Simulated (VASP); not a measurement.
# CaAl2Br2 in VASP: single point with PBE

Aim: the single point of CaAl2Br2 with PBE.

Everything below comes from runs of VASP 6.6.1. Logs are shortened: lines on timing, memory, paths and dates and some standing lists are left out, and cuts for length are marked.

### 1 The cell of the first run

The typed cell holds 5 atoms: a = 4.524 Å, b = 4.524 Å, c = 7.775 Å, α = 90.00°, β = 90.00°, γ = 120.00°.

### 2 Single point, PBE

INCAR reads:

```
SYSTEM = CaAl2Br2
PREC = Accurate
ENCUT = 520
EDIFF = 1E-6
ISMEAR = -1
SIGMA = 0.1
LREAL = .FALSE.
LASPH = .TRUE.
NELM = 100
ALGO = Normal
ISIF = 2
LWAVE = .FALSE.
LCHARG = .FALSE.
GGA = PE
NBANDS = 23
```

KPOINTS reads:

```
regular mesh
0
G
  9 9 5
  0 0 0
```

POSCAR reads:

```
CaAl2Br2
1.0
    4.5240390000      0.0000000000      0.0000000000
   -2.2620190000      3.9179380000      0.0000000000
    0.0000000000      0.0000000000      7.7750110000
Ca Al Br
1 2 2
Direct
    0.0000000000      0.0000000000      0.0000000000
    0.3333000000      0.6667000000      0.6293000000
    0.6667000000      0.3333000000      0.3707000000
    0.3333000000      0.6667000000      0.2621700000
    0.6667000000      0.3333000000      0.7378300000
```

Potentials or basis: VASP PAW PBE potentials, release 64 (Ca_sv, Al, Br).

Run with:

```sh
$ cat potpaw_PBE.64/Ca_sv/POTCAR potpaw_PBE.64/Al/POTCAR potpaw_PBE.64/Br/POTCAR > POTCAR
$ mpirun -np 1 vasp_std > vasp.out
```

OUTCAR:

```text
SYSTEM = CaAl2Br2
   PREC = Accurate
   ENCUT = 520
   EDIFF = 1E-6
   ISMEAR = -1
   LREAL = .FALSE.
   LASPH = .TRUE.
   NELM = 100
   ISIF = 2
   GGA = PE

 ion  position               nearest neighbor table
   1  0.000  0.000  0.000-
   2  0.333  0.667  0.629-   5 2.74   5 2.74   5 2.75   4 2.85   3 3.30   3 3.30   3 3.30
   3  0.667  0.333  0.371-   4 2.74   4 2.74   4 2.75   5 2.85   2 3.30   2 3.30   2 3.30
   4  0.333  0.667  0.262-   3 2.74   3 2.74   3 2.75   2 2.85
   5  0.667  0.333  0.738-   2 2.74   2 2.74   2 2.75   3 2.85

  LATTYP: Found a hexagonal cell.
 ALAT       =     4.5240390000
 C/A-ratio  =     1.7185994639

  Lattice vectors:

 A1 = (   4.5240390000,   0.0000000000,   0.0000000000)
 A2 = (  -2.2620190000,   3.9179380000,   0.0000000000)
 A3 = (   0.0000000000,   0.0000000000,   7.7750110000)

Analysis of symmetry for initial positions (statically):
=====================================================================
 Subroutine PRICEL returns:
 Original cell was already a primitive cell.

 Routine SETGRP: Setting up the symmetry group for a
 hexagonal supercell.

 Subroutine GETGRP returns: Found  4 space group operations
 (whereof  4 operations were pure point group operations)
 out of a pool of 24 trial point group operations.

The static configuration has the point symmetry C_2h.

Analysis of symmetry for dynamics (positions and initial velocities):
=====================================================================
 Subroutine PRICEL returns:
 Original cell was already a primitive cell.

 Routine SETGRP: Setting up the symmetry group for a
 hexagonal supercell.

 Subroutine GETGRP returns: Found  4 space group operations
 (whereof  4 operations were pure point group operations)
 out of a pool of 24 trial point group operations.

The dynamic configuration has the point symmetry C_2h.

 Subroutine INISYM returns: Found  4 space group operations
 (whereof  4 operations are pure point group operations),
 and found     1 'primitive' translations

----------------------------------------------------------------------------------------

                                     Primitive cell

  volume of cell :     137.8113

  direct lattice vectors                    reciprocal lattice vectors
     4.524039000  0.000000000  0.000000000     0.221041419  0.127618122  0.000000000
    -2.262019000  3.917938000  0.000000000     0.000000000  0.255236300  0.000000000
     0.000000000  0.000000000  7.775011000     0.000000000  0.000000000  0.128617181

  length of vectors
[... 92 lines left out ...]
   IBRION =     -1    ionic relax: 0-MD 1-quasi-New 2-CG
   NFREE  =      0    steps in history (QN), initial steepest desc. (CG)
   ISIF   =      2    stress and relaxation
   ISYM   =      2    0-nonsym 1-usesym 2-fastsym
   POTIM  = 0.5000    time-step for ionic-motion
   TEBEG  =    0.0;   TEEND  =   0.0 temperature during run
   PSTRESS=    0.0 pullay stress
   NELECT =      30.0000    total number of electrons
   NUPDOWN=      -1.0000    fix difference up-down
   EMIN   =  10.00;   EMAX   =-10.00  energy-range for DOS
   EFERMI =   0.00;   METHOD = LEGACY
   ISMEAR =    -1;   SIGMA  =   0.10  broadening in eV -4-tet -1-fermi 0-gaus
   EFERMI_NEDOS =   21; number of points for ismear=-14 and -15
   IALGO  =     38    algorithm
   IMIX   =      4    mixing-type and parameters
     AMIX     =   0.40;   BMIX     =  1.00
     AMIX_MAG =   1.60;   BMIX_MAG =  1.00
  volume/ion in A,a.u.               =      27.56       186.00
  Fermi-wavevector in a.u.,A,eV,Ry     =   0.984813  1.861026 13.195691  0.969856
  Thomas-Fermi vector in A             =   2.116073
   LORBIT       =      0    0 simple, 1 ext, 2 COOP (PROOUT), +10 PAW based schemes
   GGA     = PE    functional components
   LHFCALC =     F    Hartree Fock is set to
   AEXX    =    0.0000 exact exchange contribution
   IVDW    =     0    specifies the selected vdW correction
   LEPSILON=     F    determine dielectric tensor
   LRPA    =     F    only Hartree local field effects (RPA)
 non-spin polarized calculation
  energy-cutoff  :      520.00
  volume of cell :      137.81
 maximum number of plane-waves:      3779
 NGX is ok and might be reduce to    36
   NGX = 17   NGY = 17   NGZ = 29

 number of electron      30.0000002 magnetization

 Free energy of the ion-electron system (eV)
  ---------------------------------------------------
  ext. energy  EPLUGINS =         0.00000000
  ---------------------------------------------------
  free energy    TOTEN  =       -12.09329934 eV

  energy without entropy =      -11.99913008  energy(sigma->0) =      -12.04621471

 E-fermi :   4.6127     XC(G=0):  -8.6630

 val. band max:        4.5614806977   @ k =  -0.2222   0.2222   0.2000
 cond. band min:       4.6392720443   @ k =   0.2222  -0.2222   0.4000
 fundamental gap:      0.0777913466
 Fermi energy:         4.6127170962

 k-point     1 :       0.0000    0.0000    0.0000
  band No.  band energies     occupation
      1     -38.2445      2.00000
      2     -19.2686      2.00000
      3     -19.2086      2.00000
      4     -19.2086      2.00000
      5     -12.9630      2.00000
      6     -12.7763      2.00000
[... 613 lines left out ...]
     22       7.3908      0.00000
     23       7.6736      0.00000

 [... further k-points ...]

------------------------ aborting loop because EDIFF is reached ----------------------------------------

  FORCE on cell =-STRESS in cart. coord.  units (eV):
  Direction    XX          YY          ZZ          XY          YZ          ZX
  --------------------------------------------------------------------------------------
  -------------------------------------------------------------------------------------
  Total        4.4895503      4.4932710      4.7479837      0.0032123      0.0005862     -0.0010154
  in kB       52.1949531     52.2382094     55.1994672      0.0373454      0.0068155     -0.0118052
  external PRESSURE =      53.2108766 kB  Pullay stress =       0.0000000 kB

 VOLUME and BASIS-vectors are now :
 -----------------------------------------------------------------------------
  energy-cutoff  :      520.00
  volume of cell :      137.81
      direct lattice vectors                 reciprocal lattice vectors
     4.524039000  0.000000000  0.000000000     0.221041419  0.127618122  0.000000000
    -2.262019000  3.917938000  0.000000000     0.000000000  0.255236300  0.000000000
     0.000000000  0.000000000  7.775011000     0.000000000  0.000000000  0.128617181

 POSITION                                       TOTAL-FORCE (eV/Angst)
 -----------------------------------------------------------------------------------
      0.00000      0.00000      0.00000         0.000000      0.000000      0.000000
     -0.00023      2.61209      4.89281         0.000969     -0.000560     -0.178472
      2.26225      1.30585      2.88220        -0.000969      0.000560      0.178472
     -0.00023      2.61209      2.03837         0.000620     -0.000358     -2.262378
      2.26225      1.30585      5.73664        -0.000620      0.000358      2.262378
 -----------------------------------------------------------------------------------
    total drift:                               -0.000000     -0.000000      0.000000

  FREE ENERGIE OF THE ION-ELECTRON SYSTEM (eV)
  ---------------------------------------------------
  free  energy   TOTEN  =       -12.0932993406 eV

  energy  without entropy=      -11.9991300820  energy(sigma->0) =      -12.04621471
```

It took 6.6 min on 1 thread of Oxide Virtual Turin-like, shared host; peak memory 0.5 GiB.

What came out:

```
Free energy            : -12.0933 eV
Pressure               : 5.3 GPa
Largest force          : 2.262 eV/Å
Band gap on the k mesh : zero (band 15 reaches 5.17 eV, above the bottom of band 16 at 4.30 eV)
```

Forces in eV/Å, atoms in the order of the input:
```
Ca   0.000  0.000  0.000
Al   0.001 -0.001 -0.178
Al  -0.001  0.001  0.178
Br   0.001  0.000 -2.262
Br  -0.001  0.000  2.262
```

Levels at points of the mesh, in eV from the Fermi level:
| k point | band 13 | band 14 | band 15 | band 16 | band 17 | band 18 |
| --- | --- | --- | --- | --- | --- | --- |
| (0.00, 0.00, 0.00) | -3.92 | -3.04 | 0.45 | 0.75 | 0.75 | 1.40 |

Caveat: forces of over 1 eV/Å act on the atoms, so gaps and moduli don't describe the material at rest.
